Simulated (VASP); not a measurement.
Crystal: HgTe.

```
Hg Te
1.0
     2.95207   -3.42007    0.00000
     2.95207    3.42007    0.00000
     0.00000    0.00000    5.71979
Hg Te
2 2
Direct
  0.65695 0.34305 0.25000
  0.34305 0.65695 0.75000
  0.21519 0.78481 0.25000
  0.78481 0.21519 0.75000
```

Base run:

```yaml
Program: VASP 6.6.1
Functional: r2SCAN
Potentials_or_basis: VASP PAW PBE potentials, release 64 (Hg, Te)
Cutoff: 520 eV
k_mesh: 6 × 6 × 5
Occupations: fermi-dirac, width 0.05 eV
Spin: no spin polarisation
```

Its results: band gap on the k mesh zero (band 18 reaches 4.50 eV, above the bottom of band 19 at 2.34 eV); pressure 0.6 GPa; largest force 0.061 eV/Å.

Task: The run is repeated on the same cell with these changes: functional from r2SCAN to PBEsol. What comes out?

Result: Band gap on the k mesh zero (band 18 reaches 4.54 eV, above the bottom of band 19 at 2.31 eV); pressure -1.6 GPa; largest force 0.076 eV/Å.

Caveats: the PAW data sets were made with another functional, which shifts forces and pressure a little; spin-orbit coupling is left out, which moves the levels of the heavy elements.
